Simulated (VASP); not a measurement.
The system is Na2S.

```
CELL_PARAMETERS angstrom
0.00000 3.27350 3.27350
3.27350 0.00000 3.27350
3.27350 3.27350 0.00000
ATOMIC_POSITIONS crystal
Na 0.25000 0.25000 0.25000
Na 0.75000 0.75000 0.75000
S 0.00000 0.00000 0.00000
```

Base run:

```yaml
Program: VASP 6.6.1
Functional: PBEsol
Potentials_or_basis: VASP PAW PBE potentials, release 64 (Na_pv, S)
Cutoff: 500 eV
k_mesh: 8 × 8 × 8
Occupations: gaussian, width 0.01 eV
Spin: no spin polarisation
```

Its results: band gap on the k mesh 2.36 eV, direct; pressure -0.5 GPa.

**Question.** The run is repeated on the same cell with these changes: k mesh from 8 × 8 × 8 to 2 × 2 × 2. What comes out?

**Answer.** Band gap on the k mesh 2.26 eV, direct; pressure 0.2 GPa.

Caveats: some runs use coarse meshes; the PAW data sets were made with another functional, which shifts forces and pressure a little.

A k mesh can miss the band edges.
